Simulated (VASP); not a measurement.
A run of VASP 6.6.1 is set up as follows.

INCAR

```
SYSTEM = Te2Mo
ALGO = Normal
EDIFF = 1E-6
ENCUT = 520
GGA = PS
ISIF = 2
ISMEAR = 0
LASPH = .True.
LCHARG = .False.
LREAL = .False.
LWAVE = .False.
NBANDS = 35
NELM = 100
PREC = Accurate
SIGMA = 0.15
```

Contents of KPOINTS:

```
k-points
0
Gamma
  7 7 1
  0 0 0
```

File POSCAR:

```
Te2Mo
1.0
    3.4352736159      0.0000000000      0.0000000000
   -1.7176368079      2.9750342203      0.0000000000
    0.0000000000      0.0000000000     13.5335315006
Te Mo
4 2
Direct
    0.3333333333      0.6666666667      0.1155795180
    0.6666666667      0.3333333333      0.6162658439
    0.6666666667      0.3333333333      0.8844204820
    0.3333333333      0.6666666667      0.3837341561
    0.3333333333      0.6666666667      0.7503459657
    0.6666666667      0.3333333333      0.2496540343
```

Potentials or basis: VASP PAW PBE potentials, release 64 (Te, Mo_sv).

The run is started by

```sh
$ cat potpaw_PBE.64/Te/POTCAR potpaw_PBE.64/Mo_sv/POTCAR > POTCAR
$ mpirun -np 1 vasp_std > vasp.out
```

**Question.** What does it give for the band gap on the k mesh?

**Answer.** 0.70 eV (least direct gap 1.18 eV).

**Question.** What does it give for the pressure?

**Answer.** 4.1 GPa.

**Question.** Estimate the largest force.

**Answer.** 0.038 eV/Å.

Stress tensor (GPa, compression positive):
```
4.04 0.00 0.00
0.00 4.04 0.00
0.00 0.00 4.15
```

Caveat: the k points lie up to 0.46 Å⁻¹ apart; the PAW data sets were made with another functional, which shifts forces and pressure a little; spin-orbit coupling is left out, which moves the levels of the heavy elements; an odd mesh through Γ misses points on the zone boundary, where band edges can lie; this functional lacks dispersion, which binds the layers, so the pressure and a relaxed spacing across them are unreliable.
